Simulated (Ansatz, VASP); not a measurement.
# Two plane-wave programs on InP

Contents of INCAR:

```
SYSTEM = InP
PREC = Accurate ; ENCUT = 520
EDIFF = 1E-6 ; ISMEAR = -1
SIGMA = 0.1 ; LREAL = .FALSE.
LASPH = .TRUE. ; NELM = 80
ALGO = Normal ; ISIF = 2
LWAVE = .FALSE. ; LCHARG = .FALSE.
GGA = PE ; NBANDS = 16
```

Contents of KPOINTS:

```
Automatic mesh
0
G
  11 11 11
  0 0 0
```

The input POSCAR:

```
InP
1.0
    0.0000000000      2.6708573252      2.6708573252
    2.6708573252      0.0000000000      2.6708573252
    2.6708573252      2.6708573252      0.0000000000
In P
1 1
Direct
    0.0000000000      0.0000000000      0.0000000000
    0.2500000000      0.2500000000      0.2500000000
```

Input for Ansatz:

```yaml
crystal:
  lattice:
    - [0.0, 2.6708573252, 2.6708573252]
    - [2.6708573252, 0.0, 2.6708573252]
    - [2.6708573252, 2.6708573252, 0.0]
  atoms:
    - { symbol: In, position: [0.0, 0.0, 0.0] }
    - { symbol: P, position: [0.25, 0.25, 0.25] }
kpoints:
  mp_grid: { grid: [11, 11, 11] }
scf:
  occupations: { method: fermi_dirac, width: 0.1 }
hamiltonian:
  xc: pbe
  pseudopotentials: { kind: paw }
output:
  forces: true
  stress: true
  eigenvalues: true
  populations: true
```

Change from the starting cell: volume scaled by 0.72, PAW files.

Alike in both runs: task single point; functional PBE; k mesh 11 × 11 × 11; occupations fermi-dirac, width 0.1 eV; no spin polarisation.

|  | VASP | Ansatz |
| --- | --- | --- |
| version | VASP 6.6.1 | Ansatz 0.2.0 |
| potentials or method | VASP PAW PBE potentials, release 64 (In_d, P) | PAW with Ansatz's default frozen-core files, scalar-relativistic |
| plane-wave cutoff (eV) | 520 | 420 |
| valence electrons in the cell | 18 | 18 |

```tsv
	VASP	Ansatz	Ansatz less VASP
pressure (GPa)	40.9	41.2	+0.33
```

Both programs put the cell under a high pressure, so it lies far from rest at this level.
